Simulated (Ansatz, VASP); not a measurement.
## Al6H in VASP and in Ansatz

Contents of INCAR:

```
PREC = Accurate ; ENCUT = 520
EDIFF = 1E-6 ; ISMEAR = 0
SIGMA = 0.1 ; LREAL = False
LASPH = True ; NELM = 80
ALGO = Normal ; ISIF = 2
LWAVE = False ; LCHARG = False
LDIPOL = True ; IDIPOL = 3
DIPOL = 0.5 0.5 0.316 ; GGA = PE
NBANDS = 32
```

Contents of KPOINTS:

```
regular mesh
0
Gamma
  6 6 1
```

Contents of POSCAR:

```
Al6H
1.0
    5.7143028096      0.0000000000      0.0000000000
   -2.8571514048      4.9487313980      0.0000000000
    0.0000000000      0.0000000000     22.6016424997
Al H
12 2
Direct
    0.3333333333      0.1666666667      0.1769782882
    0.3333333333      0.6666666667      0.1769782882
    0.8333333333      0.1666666667      0.1769782882
    0.8333333333      0.6666666667      0.1769782882
    0.1666666667      0.3333333333      0.2787817902
    0.1666666667      0.8333333333      0.2787817902
    0.6666666667      0.3333333333      0.2787817902
    0.6666666667      0.8333333333      0.2787817902
    0.0000000000      0.0000000000      0.3805759913
    0.0000000000      0.5000000000      0.3805759913
    0.5000000000      0.0000000000      0.3805759913
    0.5000000000      0.5000000000      0.3805759913
    0.2677085297      0.1666666667      0.5398564507
    0.3989581370      0.1666666667      0.5398564507
```

Input for Ansatz:

```yaml
crystal:
  lattice:
    - [5.7143028096, 0.0, 0.0]
    - [-2.8571514048, 4.948731398, 0.0]
    - [0.0, 0.0, 22.6016424997]
  atoms:
    - { symbol: Al, position: [0.3333333333, 0.1666666667, 0.1769782882] }
    - { symbol: Al, position: [0.3333333333, 0.6666666667, 0.1769782882] }
    - { symbol: Al, position: [0.8333333333, 0.1666666667, 0.1769782882] }
    - { symbol: Al, position: [0.8333333333, 0.6666666667, 0.1769782882] }
    - { symbol: Al, position: [0.1666666667, 0.3333333333, 0.2787817902] }
    - { symbol: Al, position: [0.1666666667, 0.8333333333, 0.2787817902] }
    - { symbol: Al, position: [0.6666666667, 0.3333333333, 0.2787817902] }
    - { symbol: Al, position: [0.6666666667, 0.8333333333, 0.2787817902] }
    - { symbol: Al, position: [0.0, 0.0, 0.3805759913] }
    - { symbol: Al, position: [0.0, 0.5, 0.3805759913] }
    - { symbol: Al, position: [0.5, 0.0, 0.3805759913] }
    - { symbol: Al, position: [0.5, 0.5, 0.3805759913] }
    - { symbol: H, position: [0.2677085297, 0.1666666667, 0.5398564507] }
    - { symbol: H, position: [0.398958137, 0.1666666667, 0.5398564507] }
basis:
  ecutwfc: 420
kpoints:
  mp_grid: { grid: [6, 6, 1] }
hamiltonian:
  xc: pbe
scf:
  occupations: { method: gaussian, width: 0.1 }
output:
  forces: true
  eigenvalues: true
efield:
  axis: 3
  dipole_correction: true
  ramp_width: 0.04
```

Alike in both runs: task single point; functional PBE; k mesh 6 × 6 × 1; occupations gaussian, width 0.1 eV; no spin polarisation.

|  | VASP | Ansatz |
| --- | --- | --- |
| version | VASP 6.6.1 | Ansatz 0.2.0 |
| potentials or method | VASP PAW PBE potentials, release 64 (Al, H), cutoff 520 eV | scalar-relativistic, plane waves, PAW |
| valence electrons in the cell | 38 | 38 |

|  | VASP | Ansatz | Ansatz less VASP |
| --- | --- | --- | --- |
| gap on the k mesh at the Fermi level (eV) | none | none | - |
| rms of the force components (eV/Å) | 0.005 | 0.007 | +0.0019 |

Atom by atom the forces differ by 0.003 eV/Å (rms over components). A gap of «none» marks a metal or a gap that the smearing closes.
